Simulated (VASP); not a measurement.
Input of a VASP 6.6.1 run:

File INCAR:

```
SYSTEM = Tl
PREC = Accurate
ENCUT = 520
EDIFF = 1E-7
ISMEAR = -1
SIGMA = 0.05
LREAL = .False.
LASPH = .True.
NELM = 80
ALGO = Normal
ISIF = 2
LWAVE = .False.
LCHARG = .False.
NBANDS = 20
```

KPOINTS

```
regular mesh
0
Gamma
  11 11 6
  0 0 0
```

Contents of POSCAR:

```
Tl
1.0
    3.4328030378      0.0000000000      0.0000000000
   -1.7164015189      2.9728946369      0.0000000000
    0.0000000000      0.0000000000      5.4879183458
Tl
2
Direct
    0.3333333333      0.6666666667      0.2500000000
    0.6666666667      0.3333333333      0.7500000000
```

Potentials or basis: VASP PAW LDA potentials, release 64 (Tl_d).

Command:

```sh
$ cat potpaw_LDA.64/Tl_d/POTCAR > POTCAR
$ mpirun -np 1 vasp_std > vasp.out
```

Problem. What does it give for the pressure?

Solution. -1.0 GPa.

Problem. Estimate the band gap on the k mesh.

Solution. Zero (band 13 reaches 10.08 eV, above the bottom of band 14 at 4.30 eV).

Stress tensor (GPa, compression positive):
```
-1.09  0.00  0.00
 0.00 -1.09  0.00
 0.00  0.00 -0.91
```

Caveat: spin-orbit coupling is left out, which moves the levels of the heavy elements.
